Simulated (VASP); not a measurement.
InGa3As4:

```
In Ga As
1.0
     5.74927    0.00000    0.00000
     0.00000   -5.74927    0.00000
     0.00000    0.00000   -5.74927
In Ga As
1 3 4
Direct
  0.00000 0.50000 0.50000
  0.50000 0.00000 0.50000
  0.50000 0.50000 0.00000
  0.00000 0.00000 0.00000
  0.25000 0.25000 0.25000
  0.75000 0.75000 0.25000
  0.75000 0.25000 0.75000
  0.25000 0.75000 0.75000
```

```yaml
Program: VASP 6.6.1
Task: relaxation of cell and atoms
Functional: PBEsol
Potentials_or_basis: VASP PAW PBE potentials, release 64 (In_d, Ga_d, As)
Cutoff: 600 eV
k_mesh: 4 × 4 × 4
Occupations: gaussian, width 0.1 eV
Spin: no spin polarisation
```

At the start: pressure 1.4 GPa; volume 23.75 Å³/atom.

How do energy, volume and symmetry change on relaxing?

Over 4 steps the energy falls by 32.5 meV/atom and the volume is 23.96 Å³/atom (+0.9 %); space group P-43m (No. 215, to 0.05 Å).

Step by step:
| step | energy change (eV) | largest force (eV/Å) | pressure (GPa) | volume (Å³) |
| --- | --- | --- | --- | --- |
| 1 | 0.0000 | 1.3904 | 1.41 | 190.04 |
| 2 | -0.2313 | 0.3315 | -0.98 | 195.86 |
| 3 | -0.2358 | 0.1866 | -1.31 | 196.82 |
| 4 | -0.2603 | 0.0115 | 0.17 | 191.70 |

Final structure:
```cif
data_structure
_symmetry_space_group_name_H-M 'P 1'
_symmetry_Int_Tables_number 1
_cell_length_a 5.7660
_cell_length_b 5.7660
_cell_length_c 5.7660
_cell_angle_alpha 90.000
_cell_angle_beta 90.000
_cell_angle_gamma 90.000
_cell_volume 191.70
loop_
_atom_site_label
_atom_site_type_symbol
_atom_site_fract_x
_atom_site_fract_y
_atom_site_fract_z
_atom_site_occupancy
In1 In 0.00000 0.50000 0.50000 1
Ga1 Ga 0.50000 0.00000 0.50000 1
Ga2 Ga 0.50000 0.50000 0.00000 1
Ga3 Ga 0.00000 0.00000 0.00000 1
As1 As 0.25960 0.24040 0.24040 1
As2 As 0.74040 0.75960 0.24040 1
As3 As 0.74040 0.24040 0.75960 1
As4 As 0.25960 0.75960 0.75960 1
```

Caveat: the PAW data sets were made with another functional, which shifts forces and pressure a little.
